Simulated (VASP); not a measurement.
Wanted: the native input for a VASP 6.6.1 run.

```
Task                   : single point
Functional             : PBE
Potentials or basis    : VASP PAW PBE potentials, release 64 (Ga_d, Ge_d)
Cutoff                 : 520 eV
k mesh                 : 6 × 6 × 6
Occupations            : fermi-dirac, width 0.15 eV
Spin                   : no spin polarisation
Dipole correction      : no
Further INCAR settings : ALGO = Normal; EDIFF = 1e-06; NBANDS = 36
```

The structure of GaGe3 lies in POSCAR:

```
GaGe3
1.0
    4.2784660000      0.0000000000      0.0000000000
    0.0000000000      4.2784660000      0.0000000000
    0.0000000000      0.0000000000      4.2784660000
Ga Ge
1 3
Direct
    0.0000000000      0.0000000000      0.0000000000
    0.0000000000      0.5000000000      0.5000000000
    0.5000000000      0.0000000000      0.5000000000
    0.5000000000      0.5000000000      0.0000000000
```

The input as run:

INCAR

```
SYSTEM = GaGe3
ALGO     = Normal         ! electronic algorithm
EDIFF    = 1E-6           ! SCF threshold, eV
ENCUT    = 520            ! plane-wave cutoff, eV
GGA      = PE             ! functional
ISIF     = 2              ! what is computed and relaxed
ISMEAR   = -1             ! smearing method
LASPH    = .True.         ! aspherical terms in the spheres
LCHARG   = .False.        ! write CHGCAR
LREAL    = .False.        ! projectors in reciprocal space
LWAVE    = .False.        ! write WAVECAR
NBANDS   = 36             ! bands
NELM     = 80             ! most SCF steps
PREC     = Accurate       ! precision mode
SIGMA    = 0.15           ! smearing width, eV
```

KPOINTS

```
k-points
0
Gamma
  6 6 6
  0 0 0
```

Potentials or basis: VASP PAW PBE potentials, release 64 (Ga_d, Ge_d).

Launch:

```bash
$ cat potpaw_PBE.64/Ga_d/POTCAR potpaw_PBE.64/Ge_d/POTCAR > POTCAR
$ mpirun -np 1 vasp_std > vasp.out
```

It gave:

| Quantity | Value |
| --- | --- |
| Pressure | -0.1 GPa |

Wall time 21 s on 1 thread of Intel(R) Xeon(R) Platinum 8488C (Sapphire Rapids), with other jobs on the host, peak memory 0.2 GiB.
